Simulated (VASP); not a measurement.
A run of VASP 6.6.1:

INCAR

```
  PREC = Accurate
  ENCUT = 600
  EDIFF = 1E-7
  ISMEAR = 0
  SIGMA = 0.1
  LREAL = F
  LASPH = T
  NELM = 150
  ALGO = Normal
  ISIF = 3
  LWAVE = F
  LCHARG = F
  ISPIN = 2
  MAGMOM = 2.52
  LORBIT = 11
  LMAXMIX = 4
  GGA = PS
  IBRION = 2
  NSW = 90
  EDIFFG = -0.04
```

KPOINTS

```
Automatic mesh
0
Gamma
  8 8 8
```

File POSCAR:

```
Fe
1.0
    0.0000000000      1.9417396906      1.9651051623
    1.4984397099      0.0000000000      1.9651051623
    1.4984397099      1.9417396906      0.0000000000
Fe
1
Direct
    0.0000000000      0.0000000000      0.0000000000
```

Potentials or basis: VASP PAW PBE potentials, release 64 (Fe).

The run is started by

```sh
$ cat potpaw_PBE.64/Fe/POTCAR > POTCAR
$ mpirun -np 1 vasp_std > vasp.out
```

Hardware: 1 thread of Intel(R) Xeon(R) Platinum 8375C CPU @ 2.90GHz (Ice Lake) (shared host).

**Question.** Estimate the wall time of this run.

**Answer.** Wall time 63 s on 1 thread of Intel(R) Xeon(R) Platinum 8375C CPU @ 2.90GHz (Ice Lake), on a shared host, peak memory 0.16 GiB. Counts: scf iterations 74, k points 95, ion steps 8.
